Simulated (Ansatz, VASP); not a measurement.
**WS2 in VASP and in Ansatz**

Contents of INCAR:

```
ALGO = Normal
EDIFF = 1E-6
ENCUT = 500
GGA_COMPAT = False
ISIF = 2
ISMEAR = 1
LASPH = True
LCHARG = False
LREAL = False
LWAVE = False
NBANDS = 20
NELM = 120
PREC = Accurate
SIGMA = 0.1
```

The input KPOINTS:

```
k-points
0
Gamma
  6 6 1
```

POSCAR

```
WS2
1.0
    3.1835200000      0.0000000000      0.0000000000
   -1.5917600000      2.7570100000      0.0000000000
    0.0000000000      0.0000000000     16.9505800000
W S
1 2
Direct
    0.3379930330      0.6544920432     -0.0006272296
    0.6621723256      0.3001467480      0.9062794174
    0.7051604611      0.3410737490      0.0925250018
```

Input for Ansatz:

```yaml
crystal:
  lattice:
    - [3.18352, 0.0, 0.0]
    - [-1.59176, 2.75701, 0.0]
    - [0.0, 0.0, 16.95058]
  atoms:
    - { symbol: W, position: [0.33799303301587286, 0.6544920432294719, -0.0006272296143729954] }
    - { symbol: S, position: [0.6621723256184656, 0.3001467479766065, 0.9062794174246166] }
    - { symbol: S, position: [0.7051604611053596, 0.34107374901826215, 0.0925250017727118] }
basis:
  ecutwfc: 450.0
kpoints:
  mp_grid:
    grid: [6, 6, 1]
hamiltonian:
  xc: lda
scf:
  max_iter: 50
  occupations:
    method: cold
    width: 0.1
output:
  forces: true
```

Alike in both runs: task single point; functional LDA; k mesh 6 × 6 × 1; no spin polarisation.

|  | VASP | Ansatz |
| --- | --- | --- |
| version | VASP 6.6.1 | Ansatz 0.2.0 |
| potentials or method | VASP PAW LDA potentials, release 64 (W_sv, S), cutoff 500 eV | plane waves, PAW |
| occupations | methfessel-paxton of order 1, width 0.1 eV | cold, width 0.1 eV |
| valence electrons in the cell | 26 | 26 |

|  | VASP | Ansatz | Ansatz less VASP |
| --- | --- | --- | --- |
| rms of the force components (eV/Å) | 0.556 | 0.567 | +0.0111 |

LDA's correlation is that of Perdew and Zunger in VASP and of Perdew and Wang (1992) in Ansatz. Atom by atom the forces differ by 0.022 eV/Å (rms over components).

Neither program's run includes spin-orbit coupling.
